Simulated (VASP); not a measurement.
# Pd (P6/mmm) in VASP: notebook

Pd is run at these levels: PBEsol; tasks: single point, relaxation of cell and atoms.

Everything below comes from runs of VASP 6.6.1. Logs are shortened: lines on timing, memory, paths and dates and some standing lists are left out, and cuts for length are marked.

## (1) The cell of the first run

The structure is hexagonal, space group P6/mmm (No. 191). The conventional cell has a = 4.411 Å, b = 4.411 Å, c = 2.650 Å, α = 90.00°, β = 90.00°, γ = 120.00°. Pd (site symmetry 6/mmm) has 14 Pd at 2.65 to 2.87 Å within 3.5 Å. Pd (site symmetry -6m2) has 11 Pd at 2.55 to 2.87 Å within 3.4 Å.

## (2) Single point, PBEsol

Contents of INCAR:

```
SYSTEM = Pd
ALGO = Normal
EDIFF = 1E-6
ENCUT = 520
GGA = PS
ISIF = 2
ISMEAR = 0
LASPH = .TRUE.
LCHARG = .TRUE.
LELF = .TRUE.
LREAL = .FALSE.
LVHAR = .TRUE.
LWAVE = .FALSE.
NBANDS = 22
NELM = 80
PREC = Accurate
SIGMA = 0.1
```

Contents of KPOINTS:

```
k-points
0
G
  6 6 6
  0 0 0
```

Contents of POSCAR:

```
Pd
1.0
    4.4107082753      0.0000000000      0.0000000000
   -2.2053541377      3.8197854151      0.0000000000
    0.0000000000      0.0000000000      2.6495929081
Pd
3
Direct
    0.0000000000      0.0000000000      0.0000000000
    0.3333333333      0.6666666667      0.5000000000
    0.6666666667      0.3333333333      0.5000000000
```

Potentials or basis: VASP PAW PBE potentials, release 64 (Pd).

On the command line:

```sh
$ cat potpaw_PBE.64/Pd/POTCAR > POTCAR
$ mpirun -np 1 vasp_std > vasp.out
```

OUTCAR:

```text
SYSTEM = Pd
   EDIFF = 1E-6
   ENCUT = 520
   GGA = PS
   ISIF = 2
   ISMEAR = 0
   LASPH = .TRUE.
   LREAL = .FALSE.
   NELM = 80
   PREC = Accurate

 ion  position               nearest neighbor table
   1  0.000  0.000  0.000-   2 2.87   3 2.87   2 2.87   3 2.87   3 2.87   3 2.87   2 2.87   2 2.87
                             3 2.87   3 2.87   2 2.87   2 2.87
   2  0.333  0.667  0.500-   3 2.55   3 2.55   3 2.55   1 2.87   1 2.87   1 2.87   1 2.87   1 2.87
                             1 2.87
   3  0.667  0.333  0.500-   2 2.55   2 2.55   2 2.55   1 2.87   1 2.87   1 2.87   1 2.87   1 2.87
                             1 2.87

  LATTYP: Found a hexagonal cell.
 ALAT       =     4.4107082753
 C/A-ratio  =     0.6007182390

  Lattice vectors:

 A1 = (   4.4107082753,   0.0000000000,   0.0000000000)
 A2 = (  -2.2053541377,   3.8197854151,   0.0000000000)
 A3 = (   0.0000000000,   0.0000000000,   2.6495929081)

Analysis of symmetry for initial positions (statically):
=====================================================================
 Subroutine PRICEL returns:
 Original cell was already a primitive cell.

 Routine SETGRP: Setting up the symmetry group for a
 hexagonal supercell.

 Subroutine GETGRP returns: Found 24 space group operations
 (whereof 24 operations were pure point group operations)
 out of a pool of 24 trial point group operations.

The static configuration has the point symmetry D_6h.

Analysis of symmetry for dynamics (positions and initial velocities):
=====================================================================
 Subroutine PRICEL returns:
 Original cell was already a primitive cell.

 Routine SETGRP: Setting up the symmetry group for a
 hexagonal supercell.

 Subroutine GETGRP returns: Found 24 space group operations
 (whereof 24 operations were pure point group operations)
 out of a pool of 24 trial point group operations.

The dynamic configuration has the point symmetry D_6h.

 Subroutine INISYM returns: Found 24 space group operations
 (whereof 24 operations are pure point group operations),
 and found     1 'primitive' translations

----------------------------------------------------------------------------------------

                                     Primitive cell

  volume of cell :      44.6402

  direct lattice vectors                    reciprocal lattice vectors
     4.410708275  0.000000000  0.000000000     0.226720957  0.130897405  0.000000000
    -2.205354138  3.819785415  0.000000000     0.000000000  0.261794811  0.000000000
     0.000000000  0.000000000  2.649592908     0.000000000  0.000000000  0.377416469

  length of vectors
     4.410708275  4.410708275  2.649592908     0.261794811  0.261794811  0.377416469

  position of ions in fractional coordinates (direct lattice)
     0.000000000  0.000000000  0.000000000
     0.333333333  0.666666667  0.500000000
     0.666666667  0.333333333  0.500000000

  ion indices of the primitive-cell ions
   primitive index   ion index
                 1           1
                 2           2
                 3           3

----------------------------------------------------------------------------------------

 KPOINTS: k-points

Automatic generation of k-mesh.
 Grid dimensions read from file:
 generate k-points for:    6    6    6

 Generating k-lattice:

  Cartesian coordinates                     Fractional coordinates (reciprocal lattice)
     0.037786826  0.021816234  0.000000000     0.166666667 -0.000000000  0.000000000
     0.000000000  0.043632468  0.000000000     0.000000000  0.166666667  0.000000000
     0.000000000  0.000000000  0.062902745     0.000000000  0.000000000  0.166666667

  Length of vectors
     0.043632468  0.043632468  0.062902745

  Shift w.r.t. Gamma in fractional coordinates (k-lattice)
     0.000000000  0.000000000  0.000000000

 Subroutine IBZKPT returns following result:
 ===========================================

 Found     28 irreducible k-points:

 Following reciprocal coordinates:
            Coordinates               Weight
  0.000000  0.000000  0.000000      1.000000
  0.166667 -0.000000  0.000000      6.000000
  0.333333 -0.000000  0.000000      6.000000
  0.500000  0.000000  0.000000      3.000000
  0.166667  0.166667  0.000000      6.000000
  0.333333  0.166667  0.000000     12.000000
[... 16 lines left out ...]
  0.166667 -0.000000  0.500000      6.000000
  0.333333 -0.000000  0.500000      6.000000
 [... further k-points ...]
   k-points           NKPTS =     28   k-points in BZ     NKDIM =     28   number of bands    NBANDS=     22
   number of dos      NEDOS =    301   number of ions     NIONS =      3
   total plane-waves  NPLWV =  25920
   dimension x,y,z NGX =    36 NGY =   36 NGZ =   20
   dimension x,y,z NGXF=    72 NGYF=   72 NGZF=   40
   ions per type =               3
   NGX,Y,Z   is equivalent  to a cutoff of  13.57, 13.57, 12.55 a.u.
   NGXF,Y,Z  is equivalent  to a cutoff of  27.14, 27.14, 25.10 a.u.
 SYSTEM =  Pd
   PREC   = accura    normal or accurate (medium, high low for compatibility)
   ISTART =      0    job   : 0-new  1-cont  2-samecut
   ICHARG =      2    charge: 1-file 2-atom 10-const
   ISPIN  =      1    spin polarized calculation?
   LNONCOLLINEAR =      F non collinear calculations
   LSORBIT =      F    spin-orbit coupling
   LASPH  =      T    aspherical Exc in radial PAW
   ENCUT  =  520.0 eV  38.22 Ry    6.18 a.u.   8.20  8.20  4.93*2*pi/ulx,y,z
   NELM   =     80;   NELMIN=  2; NELMDL= -5     # of ELM steps
   EDIFF  = 0.1E-05   stopping-criterion for ELM
   LREAL  =      F    real-space projection
   EDIFFG = 0.1E-04   stopping-criterion for IOM
   NSW    =      0    number of steps for IOM
   IBRION =     -1    ionic relax: 0-MD 1-quasi-New 2-CG
   NFREE  =      0    steps in history (QN), initial steepest desc. (CG)
   ISIF   =      2    stress and relaxation
   ISYM   =      2    0-nonsym 1-usesym 2-fastsym
   POTIM  = 0.5000    time-step for ionic-motion
   TEBEG  =    0.0;   TEEND  =   0.0 temperature during run
   PSTRESS=    0.0 pullay stress
   NELECT =      30.0000    total number of electrons
   NUPDOWN=      -1.0000    fix difference up-down
   EMIN   =  10.00;   EMAX   =-10.00  energy-range for DOS
   EFERMI =   0.00;   METHOD = LEGACY
   ISMEAR =     0;   SIGMA  =   0.10  broadening in eV -4-tet -1-fermi 0-gaus
   EFERMI_NEDOS =   21; number of points for ismear=-14 and -15
   IALGO  =     38    algorithm
   IMIX   =      4    mixing-type and parameters
     AMIX     =   0.40;   BMIX     =  1.00
     AMIX_MAG =   1.60;   BMIX_MAG =  1.00
  volume/ion in A,a.u.               =      14.88       100.42
  Fermi-wavevector in a.u.,A,eV,Ry     =   1.433969  2.709808 27.977213  2.056267
  Thomas-Fermi vector in A             =   2.553429
   LORBIT       =      0    0 simple, 1 ext, 2 COOP (PROOUT), +10 PAW based schemes
   GGA     = PS    functional components
   LHFCALC =     F    Hartree Fock is set to
   AEXX    =    0.0000 exact exchange contribution
   IVDW    =     0    specifies the selected vdW correction
   LEPSILON=     F    determine dielectric tensor
   LRPA    =     F    only Hartree local field effects (RPA)
 non-spin polarized calculation
 Gauss-broadening in eV      SIGMA  =   0.10
  energy-cutoff  :      520.00
  volume of cell :       44.64
 maximum number of plane-waves:      1220
 NGX is ok and might be reduce to    36
   NGX = 17   NGY = 17   NGZ =  9

 number of electron      30.0000002 magnetization

 Free energy of the ion-electron system (eV)
  ---------------------------------------------------
  ext. energy  EPLUGINS =         0.00000000
  ---------------------------------------------------
  free energy    TOTEN  =       -17.51985396 eV

  energy without entropy =      -17.47929087  energy(sigma->0) =      -17.49957242

 E-fermi :   9.4210     XC(G=0): -13.3145

 val. band max:        9.4109873147   @ k =   0.5000   0.0000   0.3333
 cond. band min:       9.4217762577   @ k =   0.1667   0.1667   0.3333
 fundamental gap:      0.0107889430
 Fermi energy:         9.4210063421

 k-point     1 :       0.0000    0.0000    0.0000
  band No.  band energies     occupation
      1       2.3130      2.00000
      2       4.3253      2.00000
      3       5.9536      2.00000
      4       6.1834      2.00000
      5       6.1834      2.00000
      6       6.2447      2.00000
[... 14 lines left out ...]
     21      17.7353      0.00000
     22      18.0890      0.00000

 k-point     2 :       0.1667   -0.0000    0.0000
  band No.  band energies     occupation
      1       2.6596      2.00000
      2       4.4309      2.00000
      3       5.3002      2.00000
      4       5.7055      2.00000
      5       5.7850      2.00000
      6       6.1997      2.00000
[... 14 lines left out ...]
     21      19.6683      0.00000
     22      20.7260      0.00000

 k-point     3 :       0.3333   -0.0000    0.0000
  band No.  band energies     occupation
      1       3.5731      2.00000
      2       4.3816      2.00000
      3       4.9025      2.00000
      4       5.4323      2.00000
      5       5.5491      2.00000
      6       5.9410      2.00000
[... 14 lines left out ...]
     21      22.3313      0.00000
     22      23.7941      0.00000

 k-point     4 :       0.5000    0.0000    0.0000
  band No.  band energies     occupation
      1       4.0675      2.00000
      2       4.6204      2.00000
      3       4.7223      2.00000
      4       5.4379      2.00000
      5       5.5370      2.00000
      6       5.5627      2.00000
[... 14 lines left out ...]
     21      24.8694      0.00000
     22      24.9095      0.00000

 k-point     5 :       0.1667    0.1667    0.0000
  band No.  band energies     occupation
      1       3.2808      2.00000
      2       4.5128      2.00000
      3       5.0252      2.00000
      4       5.0281      2.00000
      5       5.7323      2.00000
      6       6.1672      2.00000
[... 14 lines left out ...]
     21      22.7005      0.00000
     22      22.7514      0.00000

 k-point     6 :       0.3333    0.1667    0.0000
  band No.  band energies     occupation
      1       3.9966      2.00000
      2       4.3731      2.00000
      3       4.7360      2.00000
      4       5.2741      2.00000
      5       5.5529      2.00000
      6       5.9138      2.00000
[... 14 lines left out ...]
     21      24.5453      0.00000
     22      25.1357      0.00000

 k-point     7 :       0.3333    0.3333    0.0000
  band No.  band energies     occupation
      1       3.9387      2.00000
      2       4.5563      2.00000
      3       4.5563      2.00000
      4       5.4641      2.00000
      5       5.4641      2.00000
      6       5.8577      2.00000
[... 324 lines left out ...]
      6       6.2723      2.00000
[... 14 lines left out ...]
     21      20.5369      0.00000
     22      22.4474      0.00000

 k-point    21 :       0.3333    0.3333    0.3333
  band No.  band energies     occupation
      1       4.5574      2.00000
      2       5.1650      2.00000
      3       5.5140      2.00000
      4       5.5140      2.00000
      5       6.1153      2.00000
      6       6.1153      2.00000
[... 14 lines left out ...]
     21      20.3574      0.00000
     22      23.1923      0.00000

 k-point    22 :       0.0000    0.0000    0.5000
  band No.  band energies     occupation
      1       4.4639      2.00000
      2       4.4639      2.00000
      3       4.8786      2.00000
      4       4.8786      2.00000
      5       5.3273      2.00000
      6       6.8272      2.00000
[... 14 lines left out ...]
     21      20.6149      0.00000
     22      20.7865      0.00000

 k-point    23 :       0.1667   -0.0000    0.5000
  band No.  band energies     occupation
      1       4.5080      2.00000
      2       4.5529      2.00000
      3       4.6235      2.00000
      4       4.9423      2.00000
      5       5.9820      2.00000
      6       6.0194      2.00000
[... 14 lines left out ...]
     21      19.7674      0.00000
     22      20.6339      0.00000

 k-point    24 :       0.3333   -0.0000    0.5000
  band No.  band energies     occupation
      1       4.4900      2.00000
      2       4.6790      2.00000
      3       4.7661      2.00000
      4       5.0620      2.00000
      5       5.9213      2.00000
      6       6.0445      2.00000
[... 14 lines left out ...]
     21      19.0996      0.00000
     22      20.8683      0.00000

 [... further k-points ...]

------------------------ aborting loop because EDIFF is reached ----------------------------------------

  FORCE on cell =-STRESS in cart. coord.  units (eV):
  Direction    XX          YY          ZZ          XY          YZ          ZX
  --------------------------------------------------------------------------------------
  -------------------------------------------------------------------------------------
  Total       -0.1299029     -0.1299029     -0.2010659      0.0000000     -0.0000000      0.0000000
  in kB       -4.6623289     -4.6623289     -7.2164318      0.0000000     -0.0000000      0.0000000
  external PRESSURE =      -5.5136965 kB  Pullay stress =       0.0000000 kB

 VOLUME and BASIS-vectors are now :
 -----------------------------------------------------------------------------
  energy-cutoff  :      520.00
  volume of cell :       44.64
      direct lattice vectors                 reciprocal lattice vectors
     4.410708275  0.000000000  0.000000000     0.226720957  0.130897405  0.000000000
    -2.205354138  3.819785415  0.000000000     0.000000000  0.261794811  0.000000000
     0.000000000  0.000000000  2.649592908     0.000000000  0.000000000  0.377416469

 POSITION                                       TOTAL-FORCE (eV/Angst)
 -----------------------------------------------------------------------------------
      0.00000      0.00000      0.00000        -0.000000      0.000000     -0.000000
     -0.00000      2.54652      1.32480         0.000000      0.000000      0.000000
      2.20535      1.27326      1.32480        -0.000000     -0.000000     -0.000000
 -----------------------------------------------------------------------------------
    total drift:                                0.000000      0.000000     -0.000000

  FREE ENERGIE OF THE ION-ELECTRON SYSTEM (eV)
  ---------------------------------------------------
  free  energy   TOTEN  =       -17.5198539603 eV

  energy  without entropy=      -17.4792908721  energy(sigma->0) =      -17.49957242
```

It took 13 s on 1 thread of Intel Xeon 6975P-C (Granite Rapids), shared host; peak memory 0.17 GiB.

Results:

- Free energy: -17.5199 eV
- Pressure: -0.6 GPa
- Band gap on the k mesh: zero (band 15 reaches 10.26 eV, above the bottom of band 16 at 9.26 eV)

Stress tensor (GPa, compression positive):
```
-0.47  0.00  0.00
 0.00 -0.47  0.00
 0.00  0.00 -0.72
```

Caveat: the k points lie up to 0.40 Å⁻¹ apart; the PAW data sets were made with another functional, which shifts forces and pressure a little.

## (3) Single point, PBEsol

This run uses another cell than the first one, of 17.46 Å³/atom, 1.173 times its volume.

Contents of INCAR:

```
  ALGO = Normal
  EDIFF = 1E-7
  ENCUT = 520
  GGA = PS
  ISIF = 2
  ISMEAR = 0
  LASPH = T
  LCHARG = T
  LELF = T
  LREAL = F
  LVHAR = T
  LWAVE = F
  NBANDS = 22
  NELM = 80
  PREC = Accurate
  SIGMA = 0.1
```

Contents of KPOINTS:

```
k-points
0
Gamma
  6 6 6
```

Contents of POSCAR:

```
Pd
1.0
    4.6208558455      0.0000000000      0.0000000000
   -2.3104279228      4.0017785495      0.0000000000
    0.0000000000      0.0000000000      2.8327855401
Pd
3
Direct
    0.0000000000      0.0000000000      0.0000000000
    0.3333333333      0.6666666667      0.5000000000
    0.6666666667      0.3333333333      0.5000000000
```

Potentials or basis: VASP PAW PBE potentials, release 64 (Pd).

On the command line:

```sh
$ cat potpaw_PBE.64/Pd/POTCAR > POTCAR
$ mpirun -np 1 vasp_std > vasp.out
```

Wall time 16 s (1 thread of Intel Xeon 6975P-C (Granite Rapids), shared host); peak memory 0.18 GiB.

The run converged. Its results:

| Quantity | Value |
| --- | --- |
| Free energy | -16.9247 eV |
| Pressure | -20.1 GPa |
| Band gap on the k mesh | zero (band 15 reaches 7.54 eV, above the bottom of band 16 at 6.84 eV) |

Stress tensor (GPa, compression positive):
```
-19.18   0.00   0.00
  0.00 -19.18   0.00
  0.00   0.00 -21.95
```

Levels at points of the mesh, in eV from the Fermi level:
| k point | band 11 | band 12 | band 13 | band 14 | band 15 | band 16 | band 17 | band 18 | band 19 | band 20 |
| --- | --- | --- | --- | --- | --- | --- | --- | --- | --- | --- |
| (0.00, 0.00, 0.00) | -1.31 | -1.31 | -1.20 | -1.20 | 0.13 | 0.13 | 6.96 | 6.96 | 6.98 | 6.98 |
| (0.50, 0.00, 0.00) | -1.08 | -0.36 | -0.28 | -0.27 | -0.22 | 0.08 | 0.18 | 1.65 | 6.64 | 14.18 |
| (0.00, 0.00, 0.50) | -0.33 | -0.33 | -0.09 | -0.09 | 0.54 | 1.95 | 2.54 | 8.80 | 9.35 | 9.35 |
| (0.50, 0.00, 0.50) | -0.65 | -0.51 | -0.23 | 0.06 | 0.33 | 2.79 | 2.84 | 5.72 | 5.83 | 8.48 |

Caveat: the k points lie up to 0.37 Å⁻¹ apart; the PAW data sets were made with another functional, which shifts forces and pressure a little.

## (4) Relaxation of cell and atoms, PBEsol

This run uses another cell than the first one, of 17.46 Å³/atom, 1.173 times its volume.

Contents of INCAR:

```
PREC     = Accurate       # precision mode
ENCUT    = 600            # plane-wave cutoff, eV
EDIFF    = 1E-6           # SCF threshold, eV
ISMEAR   = 0              # smearing method
SIGMA    = 0.1            # smearing width, eV
LREAL    = F              # projectors in reciprocal space
LASPH    = T              # aspherical terms in the spheres
NELM     = 100            # most SCF steps
ALGO     = Normal         # electronic algorithm
ISIF     = 3              # what is computed and relaxed
LWAVE    = F              # write WAVECAR
LCHARG   = F              # write CHGCAR
GGA      = PS             # functional
IBRION   = 2              # ionic algorithm
NSW      = 90             # ionic steps
EDIFFG   = -0.04          # ionic threshold
```

Contents of KPOINTS:

```
regular mesh
0
Gamma
  6 6 6
```

POSCAR is that of step 3.

On the command line:

```sh
$ cat potpaw_PBE.64/Pd/POTCAR > POTCAR
$ mpirun -np 1 vasp_std > vasp.out
```

Run time: 74 s. Hardware: 1 thread of Intel Xeon 6975P-C (Granite Rapids), shared host; peak memory 0.21 GiB.

It converged, with:

```
Free energy                            : -17.5235 eV
Relaxed volume                         : 14.81 Å³/atom
Relaxed cell                           : a = 4.405 Å, b = 4.405 Å, c = 2.644 Å, α = 90.00°, β = 90.00°, γ = 120.00°
Space group after relaxing (to 0.05 Å) : P6/mmm (No. 191)
Energy gained by relaxing              : 199.5 meV/atom
Ionic steps                            : 7
Pressure after relaxing                : 0.4 GPa
Band gap on the k mesh                 : zero (band 15 reaches 10.35 eV, above the bottom of band 16 at 9.34 eV)
```

The path:
```tsv
step	energy change (eV)	largest force (eV/Å)	pressure (GPa)	volume (Å³)
1	0.0000	0.0000	-20.13	52.38
2	0.3926	0.0000	53.90	37.44
3	-0.5928	0.0000	-1.03	44.78
4	-0.5937	0.0000	-0.23	44.59
5	-0.5937	0.0000	0.42	44.44
6	-0.5984	0.0000	0.45	44.42
7	-0.5986	0.0000	0.43	44.43
```

Final structure:
```cif
data_structure
_symmetry_space_group_name_H-M 'P 1'
_symmetry_Int_Tables_number 1
_cell_length_a 4.4049
_cell_length_b 4.4049
_cell_length_c 2.6439
_cell_angle_alpha 90.000
_cell_angle_beta 90.000
_cell_angle_gamma 120.000
_cell_volume 44.43
loop_
_atom_site_label
_atom_site_type_symbol
_atom_site_fract_x
_atom_site_fract_y
_atom_site_fract_z
_atom_site_occupancy
Pd1 Pd 0.00000 0.00000 0.00000 1
Pd2 Pd 0.33333 0.66667 0.50000 1
Pd3 Pd 0.66667 0.33333 0.50000 1
```

Levels at points of the mesh, in eV from the Fermi level:
```tsv
k point	band 13	band 14	band 15	band 16	band 17	band 18
(0.00, 0.00, 0.00)	-1.48	-1.48	0.22	0.22	7.63	7.63
(0.50, 0.00, 0.00)	-0.29	-0.26	-0.24	0.00	0.25	1.28
(0.00, 0.00, 0.50)	-0.13	-0.13	0.85	2.40	3.24	9.52
(0.50, 0.00, 0.50)	-0.35	0.13	0.53	2.92	3.27	6.62
```

Caveat: the k points lie up to 0.40 Å⁻¹ apart in the final cell; the volume moved by over 15 % at a fixed basis, so the end points are rough; the PAW data sets were made with another functional, which shifts forces and pressure a little.

(Continued in part 2 of 2.)
